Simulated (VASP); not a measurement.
Runs of VASP 6.6.1 on Ru. The structure is that of space group P6_3/mmc (No. 194), or close to it. The cells are those of the table. 

```csv
task,potentials or basis,cell,k mesh,cutoff (eV),gap on the mesh (eV),pressure (GPa)
single point,"VASP PAW PBE potentials, release 64 (Ru_pv)","a = 2.702, b = 2.702, c = 4.181 Å, angles 90.0, 90.0, 120.0°, 2 atoms",24 × 24 × 12,550,none,9.4
single point,"VASP PAW PBE potentials, release 64 (Ru_sv)","a = 2.784, b = 2.784, c = 4.192 Å, angles 90.0, 90.0, 120.0°, 2 atoms",24 × 24 × 12,620,none,-11.3
single point,"VASP PAW PBE potentials, release 64 (Ru_pv)","a = 2.702, b = 2.702, c = 4.138 Å, angles 90.0, 90.0, 120.0°, 2 atoms",24 × 24 × 12,550,none,(a)
relaxation of cell and atoms,"VASP PAW PBE potentials, release 64 (Ru_pv)","relaxed to 3 GPa from a = 2.677, b = 2.677, c = 4.226 Å, angles 90.0, 90.0, 120.0°, 2 atoms",18 × 18 × 10,600,none,3.0
single point,"VASP PAW PBE potentials, release 64 (Ru_sv)","a = 2.711, b = 2.711, c = 4.278 Å, angles 90.0, 90.0, 120.0°, 2 atoms",18 × 18 × 10,620,none,-2.9
```

Alike in all rows: level r2SCAN; no spin polarisation; smearing gaussian 0.1 eV.

**Question.** Fill in the values left out.

**Answer.** (a) 13.8.

Caveats: the PAW data sets were made with another functional, which shifts forces and pressure a little; the stress differs along the axes, from 6 to 16 GPa (at least some runs); the stress differs along the axes, from -17 to 0 GPa (at least some runs); the stress differs along the axes, from 9 to 24 GPa (at least some runs); the cell is relaxed towards a set pressure, so the run minimises the enthalpy, not the energy (at least some runs).

A k mesh can miss the band edges, and the runs leave out spin-orbit coupling on Ru.

A gap of «none» marks levels without a gap at the run's occupations.

The runs don't all hold the same shells in valence.
